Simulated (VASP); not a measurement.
A run of VASP 6.6.1:

Contents of INCAR:

```
SYSTEM = Au
PREC = Accurate
ENCUT = 520
EDIFF = 1E-7
ISMEAR = 0
SIGMA = 0.1
LREAL = .False.
LASPH = .True.
NELM = 100
ALGO = Normal
ISIF = 2
LWAVE = .False.
LCHARG = .False.
GGA = PS
NBANDS = 12
```

File KPOINTS:

```
Automatic mesh
0
Gamma
  18 18 18
  0 0 0
```

File POSCAR:

```
Au
1.0
    0.0000000000      2.0001791474      2.0001791474
    2.0001791474      0.0000000000      2.0001791474
    2.0001791474      2.0001791474      0.0000000000
Au
1
Direct
    0.0000000000      0.0000000000      0.0000000000
```

Potentials or basis: VASP PAW PBE potentials, release 64 (Au).

Launch:

```bash
$ cat potpaw_PBE.64/Au/POTCAR > POTCAR
$ mpirun -np 1 vasp_std > vasp.out
```

Hardware: 1 thread of Intel Xeon 6975P-C (shared host).

Task: How long does it take, and how much memory?

Result: Wall time 14 s on 1 thread of Intel Xeon 6975P-C (shared host), peak memory 0.17 GiB. Counts: scf iterations 11, k points 195.
